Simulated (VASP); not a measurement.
Runs of VASP 6.6.1 on PtSe. The structure is that of space group Fm-3m (No. 225), or close to it. The cells are those of the table. 

```tsv
task	level	U	cell	k mesh	cutoff (eV)	smearing	grid for exact exchange (PRECFOCK)	share of exact exchange	gap on the mesh (eV)	pressure (GPa)
single point	r2SCAN0	-	a = 3.958 Å, angles 60.0°, 2 atoms	4 × 4 × 4	520	fermi-dirac 0.05 eV	Normal	0.25	none	(a)
single point	PBE	-	a = 3.958 Å, angles 60.0°, 2 atoms	5 × 5 × 5	500	fermi-dirac 0.03 eV	-	-	none	-14.2
relaxation of cell and atoms	PBE+D4	-	relaxed from a = 3.958 Å, angles 60.0°, 2 atoms	8 × 8 × 8	600	fermi-dirac 0.05 eV	-	-	none	0.0
relaxation of cell and atoms	PBE	-	relaxed to 10 GPa from a = 3.958 Å, angles 60.0°, 2 atoms	8 × 8 × 8	600	fermi-dirac 0.05 eV	-	-	none	10.0
single point	PBE+U	Pt d U = 8.0 eV	a = 3.755 Å, angles 60.0°, 2 atoms	8 × 8 × 8	520	fermi-dirac 0.05 eV	-	-	none	-8.7
```

Alike in all rows: potentials or basis VASP PAW PBE potentials, release 64 (Pt, Se); no spin polarisation.

Problem. Estimate the missing entries.

Solution. (a) -17.5.

Caveats: some runs use coarse meshes; spin-orbit coupling is left out, which moves the levels of the heavy elements; the PAW data sets were made with another functional, which shifts forces and pressure a little (at least some runs); the cell is relaxed towards a set pressure, so the run minimises the enthalpy, not the energy (at least some runs); the cell stands under tension (at least some runs); U without spin polarisation on a metal has little footing (at least some runs).

A k mesh can miss the band edges, and the runs leave out spin-orbit coupling on Pt, Se.

A gap of «none» marks levels without a gap at the run's occupations.
